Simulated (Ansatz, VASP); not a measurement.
# Hf in VASP and in Ansatz

```xyz
1
Lattice="-1.6725 1.6725 1.6725 1.6725 -1.6725 1.6725 1.6725 1.6725 -1.6725" Properties=species:S:1:pos:R:3 pbc="T T T"
Hf    0.0000    0.0000    0.0000
```

Alike in both runs: task single point; functional PBEsol; k mesh 16 × 16 × 16; occupations gaussian, width 0.1 eV; no spin polarisation.

|  | VASP | Ansatz |
| --- | --- | --- |
| version | VASP 6.6.1 | Ansatz 0.2.0 |
| potentials or method | VASP PAW PBE potentials, release 64 (Hf_pv), cutoff 520 eV | scalar-relativistic, plane waves, PAW |
| valence electrons in the cell | 10 | 26 |

|  | VASP | Ansatz | Ansatz less VASP |
| --- | --- | --- | --- |
| gap on the k mesh at the Fermi level (eV) | none | none | - |
| pressure (GPa) | 16.5 | 16.7 | +0.19 |

VASP's potentials were made for PBE, not for PBEsol. A gap of «none» marks a metal or a gap that the smearing closes. With one functional, cell and mesh, what is left measures potentials, basis and numerics. VASP's potentials hold 10 valence electrons a cell and Ansatz's 26, so a difference there can come from the potentials and not from the codes.

Spin-orbit coupling is off throughout.
